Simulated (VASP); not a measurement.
# Si9Ge55 (P1) in VASP: single point with PBE

Aim: the single point of Si9Ge55 with PBE.

All numbers are computed with VASP 6.6.1; they aren't measurements. Logs are shortened: lines on timing, memory, paths and dates and some standing lists are left out, and cuts for length are marked.

### Step 1. The cell of the first run

The typed cell holds 64 atoms: a = 11.269 Å, b = 11.269 Å, c = 11.269 Å, α = 90.00°, β = 90.00°, γ = 90.00°.

### Step 2. Single point, PBE

INCAR reads:

```
PREC = Accurate ; ENCUT = 520
EDIFF = 1E-6 ; ISMEAR = -1
SIGMA = 0.05 ; LREAL = Auto
LASPH = True ; NELM = 60
ALGO = Normal ; ISIF = 2
LWAVE = False ; LCHARG = False
GGA = PE ; NBANDS = 441
```

KPOINTS reads:

```
Automatic mesh
0
Gamma
  1 1 1
```

POSCAR reads:

```
Si9Ge55
1.0
   11.2688110000      0.0000000000      0.0000000000
    0.0000000000     11.2688110000      0.0000000000
    0.0000000000      0.0000000000     11.2688110000
Ge Si
55 9
Direct
    0.9985060000      0.0032570000      0.9970050000
    0.0008660000      0.0012230000      0.5002680000
    0.0024300000      0.5015270000      0.0014390000
    0.0000350000      0.4985300000      0.4998000000
    0.5011610000      0.9994320000      0.9964470000
    0.4999880000      0.0013430000      0.5002900000
    0.5001530000      0.4986700000      0.9991010000
    0.4980070000      0.4971860000      0.5012430000
    0.1269410000      0.1273750000      0.1219720000
    0.1255630000      0.1298020000      0.6256410000
    0.1259330000      0.6237260000      0.6245360000
    0.6255730000      0.1248890000      0.1234720000
    0.6231710000      0.1275530000      0.6275910000
    0.6268250000      0.6232630000      0.1254670000
    0.6247410000      0.6248340000      0.6249530000
    0.2475860000      0.7480780000      0.0009800000
    0.2503150000      0.7500310000      0.4995720000
    0.7519660000      0.2489770000      0.9963380000
    0.7498640000      0.2506120000      0.5000370000
    0.7479610000      0.7513540000      0.9976960000
    0.7501510000      0.7494980000      0.4987160000
    0.3718590000      0.3732580000      0.1214120000
    0.3757990000      0.8747650000      0.1236060000
    0.3755760000      0.8757010000      0.6254070000
    0.8736780000      0.3773850000      0.1258370000
    0.8772830000      0.3727570000      0.6273610000
    0.8755500000      0.8754150000      0.1228880000
    0.8745150000      0.8760210000      0.6254140000
    0.2506860000      0.0013910000      0.2490100000
    0.2502000000      0.0018140000      0.7498190000
    0.2479940000      0.5004870000      0.2472500000
    0.2520320000      0.4955530000      0.7475990000
    0.7504920000      0.9998290000      0.2491360000
    0.7500400000      0.0019970000      0.7536820000
    0.7501850000      0.4988330000      0.7497290000
    0.3733550000      0.1281710000      0.3776150000
    0.3757800000      0.1292600000      0.8740390000
    0.3745140000      0.6236130000      0.3745490000
    0.3749100000      0.6246600000      0.8745480000
    0.8753170000      0.1252510000      0.3745790000
    0.8736690000      0.6220850000      0.3718640000
    0.8751800000      0.6251140000      0.8749850000
    0.0008520000      0.2509760000      0.2494860000
    0.0009800000      0.7476510000      0.2468100000
    0.0003830000      0.7496220000      0.7492380000
    0.4991110000      0.2506940000      0.2489190000
    0.5004940000      0.7489250000      0.2497580000
    0.5024850000      0.7527170000      0.7522100000
    0.1278760000      0.3740670000      0.3768540000
    0.1245070000      0.3711940000      0.8743590000
    0.1247660000      0.8750540000      0.3737830000
    0.1246160000      0.8758660000      0.8747940000
    0.6264730000      0.3772020000      0.3730160000
    0.6223170000      0.3720130000      0.8711810000
    0.6248760000      0.8757240000      0.3746440000
    0.1253190000      0.6248270000      0.1248030000
    0.2497380000      0.2495500000      0.9976170000
    0.2515470000      0.2525720000      0.5024610000
    0.3753650000      0.3714160000      0.6241090000
    0.7494970000      0.4997790000      0.2488130000
    0.8772110000      0.1272790000      0.8727610000
    0.9987710000      0.2482180000      0.7510610000
    0.4965840000      0.2513020000      0.7468820000
    0.6260630000      0.8765710000      0.8750150000
```

Potentials or basis: VASP PAW PBE potentials, release 64 (Ge_d, Si).

Started as:

```bash
cat potpaw_PBE.64/Ge_d/POTCAR potpaw_PBE.64/Si/POTCAR > POTCAR
mpirun -np 1 vasp_gam > vasp.out
```

OUTCAR:

```text
PREC = Accurate
   ENCUT = 520
   EDIFF = 1E-6
   ISMEAR = -1
   LREAL = Auto
   LASPH = True
   NELM = 60
   ISIF = 2
   GGA = PE

 ion  position               nearest neighbor table
   1  0.999  0.003  0.997-  61 2.40  52 2.44  27 2.45   9 2.46
   2  0.001  0.001  0.500-  40 2.44  51 2.45  28 2.45  10 2.46
   3  0.002  0.502  0.001-  56 2.40  42 2.45  25 2.46  50 2.47
   4  0.000  0.499  0.500-  49 2.44  11 2.45  26 2.45  41 2.46
   5  0.501  0.999  0.996-  64 2.40  12 2.45  23 2.45  37 2.46
   6  0.500  0.001  0.500-  24 2.44  55 2.45  36 2.45  13 2.45
[... 56 lines left out ...]
  63  0.497  0.251  0.747-  59 2.37  13 2.41  37 2.41  54 2.41
  64  0.626  0.877  0.875-   5 2.40  20 2.41  48 2.41  34 2.41

  LATTYP: Found a simple cubic cell.
 ALAT       =    11.2688110000

  Lattice vectors:

 A1 = (  11.2688110000,   0.0000000000,   0.0000000000)
 A2 = (   0.0000000000,  11.2688110000,   0.0000000000)
 A3 = (   0.0000000000,   0.0000000000,  11.2688110000)

Analysis of symmetry for initial positions (statically):
=====================================================================
 Subroutine PRICEL returns:
 Original cell was already a primitive cell.

 Routine SETGRP: Setting up the symmetry group for a
 simple cubic supercell.

 Subroutine GETGRP returns: Found  1 space group operations
 (whereof  1 operations were pure point group operations)
 out of a pool of 48 trial point group operations.

The static configuration has the point symmetry C_1 .

Analysis of symmetry for dynamics (positions and initial velocities):
=====================================================================
 Subroutine PRICEL returns:
 Original cell was already a primitive cell.

 Routine SETGRP: Setting up the symmetry group for a
 simple cubic supercell.

 Subroutine GETGRP returns: Found  1 space group operations
 (whereof  1 operations were pure point group operations)
 out of a pool of 48 trial point group operations.

The dynamic configuration has the point symmetry C_1 .

 Subroutine INISYM returns: Found  1 space group operations
 (whereof  1 operations are pure point group operations),
 and found     1 'primitive' translations

----------------------------------------------------------------------------------------

[... 189 lines left out ...]
   LASPH  =      T    aspherical Exc in radial PAW
   ENCUT  =  520.0 eV  38.22 Ry    6.18 a.u.  20.95 20.95 20.95*2*pi/ulx,y,z
   NELM   =     60;   NELMIN=  2; NELMDL= -5     # of ELM steps
   EDIFF  = 0.1E-05   stopping-criterion for ELM
   LREAL  =      T    real-space projection
   EDIFFG = 0.1E-04   stopping-criterion for IOM
   NSW    =      0    number of steps for IOM
[... 5 lines left out ...]
   TEBEG  =    0.0;   TEEND  =   0.0 temperature during run
   PSTRESS=    0.0 pullay stress
   NELECT =     806.0000    total number of electrons
   NUPDOWN=      -1.0000    fix difference up-down
   EMIN   =  10.00;   EMAX   =-10.00  energy-range for DOS
   EFERMI =   0.00;   METHOD = LEGACY
   ISMEAR =    -1;   SIGMA  =   0.05  broadening in eV -4-tet -1-fermi 0-gaus
   EFERMI_NEDOS =   21; number of points for ismear=-14 and -15
   IALGO  =     38    algorithm
   IMIX   =      4    mixing-type and parameters
     AMIX     =   0.40;   BMIX     =  1.00
     AMIX_MAG =   1.60;   BMIX_MAG =  1.00
  volume/ion in A,a.u.               =      22.36       150.89
  Fermi-wavevector in a.u.,A,eV,Ry     =   1.351995  2.554900 24.869960  1.827890
  Thomas-Fermi vector in A             =   2.479371
   LORBIT       =      0    0 simple, 1 ext, 2 COOP (PROOUT), +10 PAW based schemes
   GGA     = PE    functional components
   LHFCALC =     F    Hartree Fock is set to
   AEXX    =    0.0000 exact exchange contribution
   IVDW    =     0    specifies the selected vdW correction
   LEPSILON=     F    determine dielectric tensor
   LRPA    =     F    only Hartree local field effects (RPA)
 non-spin polarized calculation
  energy-cutoff  :      520.00
  volume of cell :     1430.98
 maximum number of plane-waves:     19249
 NGX is ok and might be reduce to    84
   NGX = 41   NGY = 41   NGZ = 41

 number of electron     805.9999542 magnetization

 Free energy of the ion-electron system (eV)
  ---------------------------------------------------
  ext. energy  EPLUGINS =         0.00000000
  ---------------------------------------------------
  free energy    TOTEN  =      -287.54675432 eV

  energy without entropy =     -287.42534899  energy(sigma->0) =     -287.48605165

 E-fermi :   5.2480     XC(G=0):  -9.8088

 val. band max:        5.1155562674   @ k =   0.0000   0.0000   0.0000
 cond. band min:       5.3655396038   @ k =   0.0000   0.0000   0.0000
 fundamental gap:      0.2499833364
 Fermi energy:         5.2480449802

 k-point     1 :       0.0000    0.0000    0.0000
  band No.  band energies     occupation
      1     -19.6693      2.00000
      2     -19.6670      2.00000
      3     -19.6657      2.00000
      4     -19.6649      2.00000
      5     -19.6643      2.00000
      6     -19.6628      2.00000
[... 407 lines left out ...]
    414       5.8997      0.00000
    415       6.0989      0.00000
 [bands above 415 left out]

------------------------ aborting loop because EDIFF is reached ----------------------------------------

  FORCE on cell =-STRESS in cart. coord.  units (eV):
  Direction    XX          YY          ZZ          XY          YZ          ZX
  --------------------------------------------------------------------------------------
  -------------------------------------------------------------------------------------
  Total       27.0070117     27.0475264     27.0349859     -0.4559525     -0.4096073     -0.5007445
  in kB       30.2379838     30.2833454     30.2693046     -0.5105002     -0.4586105     -0.5606509
  external PRESSURE =      30.2635446 kB  Pullay stress =       0.0000000 kB

 VOLUME and BASIS-vectors are now :
 -----------------------------------------------------------------------------
  energy-cutoff  :      520.00
  volume of cell :     1430.98
      direct lattice vectors                 reciprocal lattice vectors
    11.268811000  0.000000000  0.000000000     0.088740507  0.000000000  0.000000000
     0.000000000 11.268811000  0.000000000     0.000000000  0.088740507  0.000000000
     0.000000000  0.000000000 11.268811000     0.000000000  0.000000000  0.088740507

 POSITION                                       TOTAL-FORCE (eV/Angst)
 -----------------------------------------------------------------------------------
     11.25198      0.03670     11.23506         0.003050      0.056904     -0.018561
      0.00976      0.01378      5.63743         0.022586      0.037352      0.030319
      0.02738      5.65161      0.01622         0.023129      0.020969      0.015014
      0.00039      5.61784      5.63215        -0.012875      0.018613     -0.011252
      5.64749     11.26241     11.22877         0.069741     -0.005842      0.015629
      5.63427      0.01513      5.63767         0.004941      0.013884      0.019326
[... 56 lines left out ...]
      5.59591      2.83187      8.41647        -0.002185      0.079784      0.004255
      7.05499      9.87791      9.86038        -0.003643     -0.028439     -0.010700
 -----------------------------------------------------------------------------------
    total drift:                                0.008494      0.005326     -0.011959

  FREE ENERGIE OF THE ION-ELECTRON SYSTEM (eV)
  ---------------------------------------------------
  free  energy   TOTEN  =      -287.5467543153 eV

  energy  without entropy=     -287.4253489856  energy(sigma->0) =     -287.48605165
```

Run time: 28 min. Hardware: 1 thread of Oxide Virtual Turin-like, shared host; peak memory 1.2 GiB.

Results:

- Free energy: -287.5468 eV
- Pressure: 3.0 GPa
- Largest force: 0.093 eV/Å

Forces on the atoms (eV/Å):
```
Ge   0.003  0.057 -0.019
Ge   0.023  0.037  0.030
Ge   0.023  0.021  0.015
Ge  -0.013  0.019 -0.011
Ge   0.070 -0.006  0.016
Ge   0.005  0.014  0.019
Ge   0.010 -0.031  0.002
Ge  -0.013  0.000  0.072
Ge  -0.009  0.043 -0.068
Ge  -0.015  0.039 -0.039
Ge  -0.011  0.009 -0.010
Ge   0.013 -0.015 -0.021
Ge  -0.055  0.025  0.003
Ge   0.000 -0.047  0.007
Ge  -0.012 -0.012  0.027
Ge  -0.013 -0.013  0.060
Ge   0.017  0.014  0.000
Ge   0.034  0.006  0.010
Ge   0.033  0.004  0.023
Ge   0.001  0.072 -0.011
Ge   0.011 -0.009  0.005
Ge  -0.037 -0.028 -0.032
Ge  -0.023 -0.044  0.016
Ge  -0.010 -0.011 -0.012
Ge  -0.036 -0.020 -0.002
Ge  -0.008 -0.063 -0.007
Ge  -0.042 -0.003 -0.037
Ge  -0.008 -0.016  0.003
Ge   0.009  0.011  0.038
Ge   0.007  0.040  0.019
Ge  -0.012  0.064 -0.028
Ge   0.058 -0.008 -0.014
Ge   0.008  0.011  0.003
Ge   0.037 -0.002  0.062
Ge  -0.012  0.010  0.009
Ge  -0.062  0.012  0.024
Ge  -0.058  0.042 -0.053
Ge  -0.026  0.021 -0.041
Ge   0.014 -0.016 -0.025
Ge  -0.015  0.020 -0.024
Ge  -0.013 -0.016 -0.001
Ge  -0.013 -0.003 -0.005
Ge   0.025  0.003  0.039
Ge   0.054 -0.023 -0.012
Ge   0.002  0.023  0.013
Ge   0.025  0.023 -0.024
Ge   0.003  0.019  0.017
Ge   0.025  0.001  0.005
Ge   0.005 -0.077  0.006
Ge  -0.007 -0.087  0.029
Ge   0.017 -0.037 -0.026
Ge  -0.015 -0.015 -0.031
Ge   0.013 -0.007 -0.060
Ge  -0.045 -0.006 -0.049
Ge  -0.025 -0.016 -0.018
Si  -0.006 -0.016 -0.004
Si   0.019  0.029  0.016
Si   0.032  0.006  0.043
Si  -0.004 -0.093  0.004
Si   0.020  0.018  0.026
Si  -0.006 -0.006 -0.051
Si   0.017 -0.016  0.078
Si  -0.002  0.080  0.004
Si  -0.004 -0.028 -0.011
```

Stress tensor (GPa, compression positive):
```
 3.02 -0.05 -0.06
-0.05  3.03 -0.05
-0.06 -0.05  3.03
```

Caveat: the k points lie up to 0.56 Å⁻¹ apart.
